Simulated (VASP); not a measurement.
Write the native input for VASP 6.6.1 that does the following.

```
Task                   : single point
Functional             : RPBE
Potentials or basis    : VASP PAW PBE potentials, release 64 (Sc_sv)
Cutoff                 : 520 eV
k mesh                 : 8 × 8 × 5
Occupations            : fermi-dirac, width 0.01 eV
Spin                   : no spin polarisation
Dipole correction      : no
Further INCAR settings : ALGO = Normal; EDIFF = 1e-06; NBANDS = 18
```

The structure of Sc lies in POSCAR:

```
Sc
1.0
    3.2529044174      0.0000000000      0.0000000000
   -1.6264522087      2.8171194285      0.0000000000
    0.0000000000      0.0000000000      5.1839047640
Sc
2
Direct
    0.3333333333      0.6666666667      0.2500000000
    0.6666666667      0.3333333333      0.7500000000
```

These files were run (other wordings do the same):

INCAR

```
ALGO = Normal ; EDIFF = 1E-6
ENCUT = 520 ; GGA = RP
ISIF = 2 ; ISMEAR = -1
LASPH = T ; LCHARG = F
LREAL = F ; LWAVE = F
NBANDS = 18 ; NELM = 100
PREC = Accurate ; SIGMA = 0.01
```

KPOINTS

```
k-points
0
Gamma
  8 8 5
```

Potentials or basis: VASP PAW PBE potentials, release 64 (Sc_sv).

Launch:

```console
$ cat potpaw_PBE.64/Sc_sv/POTCAR > POTCAR
$ mpirun -np 1 vasp_std > vasp.out
```

It gave:

```yaml
Pressure: 4.5 GPa
Band_gap_on_the_k_mesh: zero (bands 11 and 12 overlap by 1.18 eV)
```

Caveat: the cell stands under pressure; the PAW data sets were made with another functional, which shifts forces and pressure a little.

Run time: 22 s on 1 thread of Intel(R) Xeon(R) Platinum 8375C CPU @ 2.90GHz (Ice Lake), with other jobs on the host, peak memory 0.16 GiB.
